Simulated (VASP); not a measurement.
# Ga (Cmcm) in VASP: notebook

The runs below take Ga through single point, with r2SCAN.

All numbers are computed with VASP 6.6.1; they aren't measurements. Logs are shortened: lines on timing, memory, paths and dates and some standing lists are left out, and cuts for length are marked.

## (1) The cell of the first run

It takes space group Cmcm (No. 63, orthorhombic). The conventional cell has a = 2.682 Å, b = 7.777 Å, c = 3.271 Å, α = 90.00°, β = 90.00°, γ = 90.00°. Ga (site symmetry m2m) has 10 Ga at 2.65 to 3.27 Å within 3.5 Å.

## (2) Single point, r2SCAN (17.06 Å³/atom)

POSCAR reads:

```
Ga
1.0
    1.3410606605     -3.8886797848      0.0000000000
    1.3410606605      3.8886797848      0.0000000000
    0.0000000000      0.0000000000      3.2709323981
Ga
2
Direct
    0.8663344774      0.1336655226      0.2500000000
    0.1336655226      0.8663344774      0.7500000000
```

INCAR.step1 reads:

```
SYSTEM = Ga
ALGO = Normal ; EDIFF = 1E-4
ENCUT = 520 ; GGA = PE
ISMEAR = 0 ; LASPH = .True.
LCHARG = .False. ; LREAL = .False.
LWAVE = .True. ; NBANDS = 20
NELM = 60 ; PREC = Accurate
SIGMA = 0.1
```

INCAR.step2 reads:

```
SYSTEM = Ga
ALGO = Normal ; EDIFF = 1E-6
ENCUT = 520 ; ISIF = 2
ISMEAR = 0 ; ISTART = 1
LASPH = .True. ; LCHARG = .True.
LELF = .True. ; LMIXTAU = .True.
LREAL = .False. ; LVHAR = .True.
LWAVE = .False. ; METAGGA = R2SCAN
NBANDS = 20 ; NELM = 60
PREC = Accurate ; SIGMA = 0.1
```

KPOINTS reads:

```
k-points
0
Gamma
  16 16 14
  0 0 0
```

Potentials or basis: VASP PAW PBE potentials, release 64 (Ga_d).

Started as:

```console
$ cat potpaw_PBE.64/Ga_d/POTCAR > POTCAR
$ cp INCAR.step1 INCAR
$ mpirun -np 1 vasp_std > vasp.out
$ cp INCAR.step2 INCAR
$ mpirun -np 1 vasp_std > vasp.out
```

OUTCAR:

```text
SYSTEM = Ga
   EDIFF = 1E-6
   ENCUT = 520
   ISIF = 2
   ISMEAR = 0
   ISTART = 1
   LASPH = .True.
   LREAL = .False.
   METAGGA = R2SCAN
   NELM = 60
   PREC = Accurate

 ion  position               nearest neighbor table
   1  0.866  0.134  0.250-   2 2.65   2 2.65   2 2.78   2 2.78   2 2.78   2 2.78
   2  0.134  0.866  0.750-   1 2.65   1 2.65   1 2.78   1 2.78   1 2.78   1 2.78

  LATTYP: Found a base centered orthorhombic cell.
 ALAT       =     2.6821213210
 B/A-ratio  =     2.8997046139
 C/A-ratio  =     1.2195318580

  Lattice vectors:

 A1 = (   1.3410606605,  -3.8886797848,   0.0000000000)
 A2 = (   1.3410606605,   3.8886797848,   0.0000000000)
 A3 = (   0.0000000000,   0.0000000000,   3.2709323981)

Analysis of symmetry for initial positions (statically):
=====================================================================
 Subroutine PRICEL returns:
 Original cell was already a primitive cell.

 Routine SETGRP: Setting up the symmetry group for a
 base centered orthorhombic supercell.

 Subroutine GETGRP returns: Found  8 space group operations
 (whereof  4 operations were pure point group operations)
 out of a pool of  8 trial point group operations.

The static configuration has the point symmetry C_2h.
 The point group associated with its full space group is D_2h.

Analysis of symmetry for dynamics (positions and initial velocities):
=====================================================================
 Subroutine PRICEL returns:
 Original cell was already a primitive cell.

 Routine SETGRP: Setting up the symmetry group for a
 base centered orthorhombic supercell.

 Subroutine GETGRP returns: Found  8 space group operations
 (whereof  4 operations were pure point group operations)
 out of a pool of  8 trial point group operations.

The dynamic configuration has the point symmetry C_2h.
 The point group associated with its full space group is D_2h.

 Subroutine INISYM returns: Found  8 space group operations
 (whereof  4 operations are pure point group operations),
 and found     1 'primitive' translations

----------------------------------------------------------------------------------------

                                     Primitive cell

  volume of cell :      34.1155

  direct lattice vectors                    reciprocal lattice vectors
     1.341060660 -3.888679785  0.000000000     0.372839212 -0.128578342  0.000000000
     1.341060660  3.888679785  0.000000000     0.372839212  0.128578342  0.000000000
     0.000000000  0.000000000  3.270932398     0.000000000  0.000000000  0.305723225

  length of vectors
     4.113426086  4.113426086  3.270932398     0.394387459  0.394387459  0.305723225

  position of ions in fractional coordinates (direct lattice)
     0.866334477  0.133665523  0.250000000
     0.133665523  0.866334477  0.750000000

  ion indices of the primitive-cell ions
   primitive index   ion index
                 1           1
                 2           2

----------------------------------------------------------------------------------------

 KPOINTS: k-points

Automatic generation of k-mesh.
 Grid dimensions read from file:
 generate k-points for:   16   16   14

 Generating k-lattice:

  Cartesian coordinates                     Fractional coordinates (reciprocal lattice)
     0.023302451 -0.008036146  0.000000000     0.062500000 -0.000000000  0.000000000
     0.023302451  0.008036146  0.000000000    -0.000000000  0.062500000  0.000000000
     0.000000000  0.000000000  0.021837373     0.000000000  0.000000000  0.071428571

  Length of vectors
     0.024649216  0.024649216  0.021837373

  Shift w.r.t. Gamma in fractional coordinates (k-lattice)
     0.000000000  0.000000000  0.000000000

 Subroutine IBZKPT returns following result:
 ===========================================

 Found    584 irreducible k-points:

 Following reciprocal coordinates:
            Coordinates               Weight
  0.000000  0.000000  0.000000      1.000000
  0.062500  0.000000  0.000000      4.000000
  0.125000  0.000000  0.000000      4.000000
  0.187500  0.000000  0.000000      4.000000
  0.250000  0.000000  0.000000      4.000000
  0.312500  0.000000  0.000000      4.000000
[... 16 lines left out ...]
 -0.125000  0.062500  0.000000      4.000000
 -0.062500  0.062500  0.000000      2.000000
 [... further k-points ...]
   k-points           NKPTS =    584   k-points in BZ     NKDIM =    584   number of bands    NBANDS=     20
   number of dos      NEDOS =    301   number of ions     NIONS =      2
   total plane-waves  NPLWV =  24576
   dimension x,y,z NGX =    32 NGY =   32 NGZ =   24
   dimension x,y,z NGXF=    64 NGYF=   64 NGZF=   48
   ions per type =               2
   NGX,Y,Z   is equivalent  to a cutoff of  12.93, 12.93, 12.20 a.u.
   NGXF,Y,Z  is equivalent  to a cutoff of  25.87, 25.87, 24.40 a.u.
 SYSTEM =  Ga
   PREC   = accura    normal or accurate (medium, high low for compatibility)
   ISTART =      1    job   : 0-new  1-cont  2-samecut
   ICHARG =      0    charge: 1-file 2-atom 10-const
   ISPIN  =      1    spin polarized calculation?
   LNONCOLLINEAR =      F non collinear calculations
   LSORBIT =      F    spin-orbit coupling
   LASPH  =      T    aspherical Exc in radial PAW
   ENCUT  =  520.0 eV  38.22 Ry    6.18 a.u.   7.65  7.65  6.08*2*pi/ulx,y,z
   NELM   =     60;   NELMIN=  2; NELMDL=  0     # of ELM steps
   EDIFF  = 0.1E-05   stopping-criterion for ELM
   LREAL  =      F    real-space projection
   EDIFFG = 0.1E-04   stopping-criterion for IOM
   NSW    =      0    number of steps for IOM
   IBRION =     -1    ionic relax: 0-MD 1-quasi-New 2-CG
   NFREE  =      0    steps in history (QN), initial steepest desc. (CG)
   ISIF   =      2    stress and relaxation
   ISYM   =      2    0-nonsym 1-usesym 2-fastsym
   POTIM  = 0.5000    time-step for ionic-motion
   TEBEG  =    0.0;   TEEND  =   0.0 temperature during run
   PSTRESS=    0.0 pullay stress
   NELECT =      26.0000    total number of electrons
   NUPDOWN=      -1.0000    fix difference up-down
   EMIN   =  10.00;   EMAX   =-10.00  energy-range for DOS
   EFERMI =   0.00;   METHOD = LEGACY
   ISMEAR =     0;   SIGMA  =   0.10  broadening in eV -4-tet -1-fermi 0-gaus
   EFERMI_NEDOS =   21; number of points for ismear=-14 and -15
   IALGO  =     38    algorithm
   IMIX   =      4    mixing-type and parameters
     AMIX     =   0.40;   BMIX     =  1.00
     AMIX_MAG =   1.60;   BMIX_MAG =  1.00
  volume/ion in A,a.u.               =      17.06       115.11
  Fermi-wavevector in a.u.,A,eV,Ry     =   1.495370  2.825839 30.424400  2.236130
  Thomas-Fermi vector in A             =   2.607523
   LORBIT       =      0    0 simple, 1 ext, 2 COOP (PROOUT), +10 PAW based schemes
   METAGGA = R2SCAN    functional components
   LHFCALC =     F    Hartree Fock is set to
   AEXX    =    0.0000 exact exchange contribution
   IVDW    =     0    specifies the selected vdW correction
   LEPSILON=     F    determine dielectric tensor
   LRPA    =     F    only Hartree local field effects (RPA)
 non-spin polarized calculation
 Gauss-broadening in eV      SIGMA  =   0.10
  energy-cutoff  :      520.00
  volume of cell :       34.12
 maximum number of plane-waves:       938
   NGX = 15   NGY = 15   NGZ = 13

 number of electron      26.0000008 magnetization

 Free energy of the ion-electron system (eV)
  ---------------------------------------------------
  ext. energy  EPLUGINS =         0.00000000
  ---------------------------------------------------
  free energy    TOTEN  =       -22.70088974 eV

  energy without entropy =      -22.69767285  energy(sigma->0) =      -22.69928130

 E-fermi :   6.4686     XC(G=0): -12.6353

 val. band max:        6.4487610890   @ k =   0.2500   0.0000   0.1429
 cond. band min:       6.4705178857   @ k =  -0.3750   0.3125   0.1429
 fundamental gap:      0.0217567967
 Fermi energy:         6.4685561003

 k-point     1 :       0.0000    0.0000    0.0000
  band No.  band energies     occupation
      1      -9.4804      2.00000
      2      -9.4721      2.00000
      3      -9.4108      2.00000
      4      -9.4089      2.00000
      5      -9.0474      2.00000
      6      -9.0448      2.00000
[... 12 lines left out ...]
     19      18.3431      0.00000
     20      20.8095      0.00000

 k-point     2 :       0.0625    0.0000    0.0000
  band No.  band energies     occupation
      1      -9.4698      2.00000
      2      -9.4681      2.00000
      3      -9.4065      2.00000
      4      -9.3841      2.00000
      5      -9.0568      2.00000
      6      -9.0527      2.00000
[... 12 lines left out ...]
     19      18.5686      0.00000
     20      21.1689      0.00000

 k-point     3 :       0.1250    0.0000    0.0000
  band No.  band energies     occupation
      1      -9.4568      2.00000
      2      -9.4442      2.00000
      3      -9.3784      2.00000
      4      -9.3276      2.00000
      5      -9.0839      2.00000
      6      -9.0768      2.00000
[... 12 lines left out ...]
     19      18.6969      0.00000
     20      21.7574      0.00000

 k-point     4 :       0.1875    0.0000    0.0000
  band No.  band energies     occupation
      1      -9.4405      2.00000
      2      -9.4137      2.00000
      3      -9.3322      2.00000
      4      -9.2520      2.00000
      5      -9.1254      2.00000
      6      -9.1104      2.00000
[... 12 lines left out ...]
     19      18.8391      0.00000
     20      22.6074      0.00000

 k-point     5 :       0.2500    0.0000    0.0000
  band No.  band energies     occupation
      1      -9.4229      2.00000
      2      -9.3839      2.00000
      3      -9.2868      2.00000
      4      -9.2160      2.00000
      5      -9.1755      2.00000
      6      -9.0959      2.00000
[... 12 lines left out ...]
     19      19.0338      0.00000
     20      23.2257      0.00000
[... 353 lines left out ...]
      6      -9.1278      2.00000
[... 12 lines left out ...]
     19      18.1979      0.00000
     20      23.8473      0.00000

 k-point    22 :      -0.1875    0.0625    0.0000
  band No.  band energies     occupation
      1      -9.4424      2.00000
      2      -9.4417      2.00000
      3      -9.3924      2.00000
      4      -9.3004      2.00000
      5      -9.0977      2.00000
      6      -9.0952      2.00000
[... 12 lines left out ...]
     19      18.1837      0.00000
     20      22.8970      0.00000

 k-point    23 :      -0.1250    0.0625    0.0000
  band No.  band energies     occupation
      1      -9.4739      2.00000
      2      -9.4575      2.00000
      3      -9.4176      2.00000
      4      -9.3588      2.00000
      5      -9.0691      2.00000
      6      -9.0640      2.00000
[... 12 lines left out ...]
     19      18.3319      0.00000
     20      21.5667      0.00000

 k-point    24 :      -0.0625    0.0625    0.0000
  band No.  band energies     occupation
      1      -9.4833      2.00000
      2      -9.4667      2.00000
      3      -9.4247      2.00000
      4      -9.3870      2.00000
      5      -9.0540      2.00000
      6      -9.0510      2.00000
[... 12 lines left out ...]
     19      18.7073      0.00000
     20      20.3076      0.00000

 [... further k-points ...]

------------------------ aborting loop because EDIFF is reached ----------------------------------------

  FORCE on cell =-STRESS in cart. coord.  units (eV):
  Direction    XX          YY          ZZ          XY          YZ          ZX
  --------------------------------------------------------------------------------------
  -------------------------------------------------------------------------------------
  Total        0.9740351      0.9806166      0.9592196      0.0000000      0.0000000      0.0000000
  in kB       45.7438823     46.0529691     45.0480977      0.0000000      0.0000000      0.0000000
  external PRESSURE =      45.6149830 kB  Pullay stress =       0.0000000 kB

 VOLUME and BASIS-vectors are now :
 -----------------------------------------------------------------------------
  energy-cutoff  :      520.00
  volume of cell :       34.12
      direct lattice vectors                 reciprocal lattice vectors
     1.341060660 -3.888679785  0.000000000     0.372839212 -0.128578342  0.000000000
     1.341060660  3.888679785  0.000000000     0.372839212  0.128578342  0.000000000
     0.000000000  0.000000000  3.270932398     0.000000000  0.000000000  0.305723225

 POSITION                                       TOTAL-FORCE (eV/Angst)
 -----------------------------------------------------------------------------------
      1.34106     -2.84911      0.81773         0.000000     -0.007941      0.000000
      1.34106      2.84911      2.45320         0.000000      0.007941     -0.000000
 -----------------------------------------------------------------------------------
    total drift:                               -0.000000     -0.000000      0.000000

  FREE ENERGIE OF THE ION-ELECTRON SYSTEM (eV)
  ---------------------------------------------------
  free  energy   TOTEN  =       -22.7008897376 eV

  energy  without entropy=      -22.6976728530  energy(sigma->0) =      -22.69928130
```

Run time: 19 min. Hardware: 1 thread of Intel Xeon 8259CL, shared host; peak memory 0.42 GiB.

Results:

```
Free energy            : -22.7009 eV
Pressure               : 4.6 GPa
Largest force          : 0.008 eV/Å
Band gap on the k mesh : zero (bands 13 and 14 overlap by 9.35 eV)
```

Forces on the atoms (eV/Å):
```
Ga   0.000 -0.008  0.000
Ga   0.000  0.008  0.000
```

Caveat: the cell stands under pressure; the PAW data sets were made with another functional, which shifts forces and pressure a little.

## (3) Single point, r2SCAN

This run uses another cell than the first one, of 18.68 Å³/atom.

POSCAR reads:

```
Ga
1.0
    1.4500000000     -4.0650000000      0.0000000000
    1.4500000000      4.0650000000      0.0000000000
    0.0000000000      0.0000000000      3.1700000000
Ga
2
Direct
    0.8636766726      0.1363233274      0.2500000000
    0.1363233274      0.8636766726      0.7500000000
```

INCAR.step1 reads:

```
SYSTEM = Ga
  ALGO = Normal
  EDIFF = 1E-4
  ENCUT = 520
  GGA = PE
  ISMEAR = 0
  LASPH = .TRUE.
  LCHARG = .FALSE.
  LREAL = .FALSE.
  LWAVE = .TRUE.
  NBANDS = 20
  NELM = 100
  PREC = Accurate
  SIGMA = 0.1
```

INCAR.step2 reads:

```
SYSTEM = Ga
  ALGO = Normal
  EDIFF = 1E-7
  ENCUT = 520
  ISIF = 2
  ISMEAR = 0
  ISTART = 1
  LASPH = .TRUE.
  LCHARG = .TRUE.
  LELF = .TRUE.
  LMIXTAU = .TRUE.
  LREAL = .FALSE.
  LVHAR = .TRUE.
  LWAVE = .FALSE.
  METAGGA = R2SCAN
  NBANDS = 20
  NELM = 100
  PREC = Accurate
  SIGMA = 0.1
```

KPOINTS reads:

```
k-points
0
G
  16 16 14
  0 0 0
```

Potentials or basis: VASP PAW PBE potentials, release 64 (Ga_d).

Started as:

```console
$ cat potpaw_PBE.64/Ga_d/POTCAR > POTCAR
$ cp INCAR.step1 INCAR
$ mpirun -np 1 vasp_std > vasp.out
$ cp INCAR.step2 INCAR
$ mpirun -np 1 vasp_std > vasp.out
```

It took 7.2 min on 1 thread of Intel Xeon 6975P-C (Granite Rapids), shared host; peak memory 0.44 GiB.

It converged, with:

```yaml
Free_energy: -22.6928 eV
Pressure: -1.5 GPa
Band_gap_on_the_k_mesh: zero (bands 13 and 14 overlap by 9.52 eV)
```

Stress tensor (GPa, compression positive):
```
-2.09  0.00  0.00
 0.00 -2.59  0.00
 0.00  0.00  0.27
```

Levels at points of the mesh, in eV from the Fermi level:
```csv
k point,band 11,band 12,band 13,band 14,band 15,band 16
"(0.00, 0.00, 0.00)",-11.89,-2.49,-1.55,2.96,6.92,8.03
"(0.50, 0.00, 0.00)",-7.04,-5.82,-2.04,-0.23,6.93,7.09
"(0.50, 0.50, 0.00)",-9.93,-8.85,5.12,6.02,6.33,7.50
"(0.00, 0.00, 0.50)",-7.84,-7.84,1.78,1.78,2.81,2.81
"(0.50, 0.00, 0.50)",-3.20,-3.20,-1.80,-1.80,1.93,1.93
"(0.50, 0.50, 0.50)",-5.99,-5.99,-4.40,-4.40,10.04,10.04
```

Caveat: the PAW data sets were made with another functional, which shifts forces and pressure a little.

(Continued in part 2 of 2.)

The gap in the log of VASP goes by the Fermi energy; the results here count the filled bands.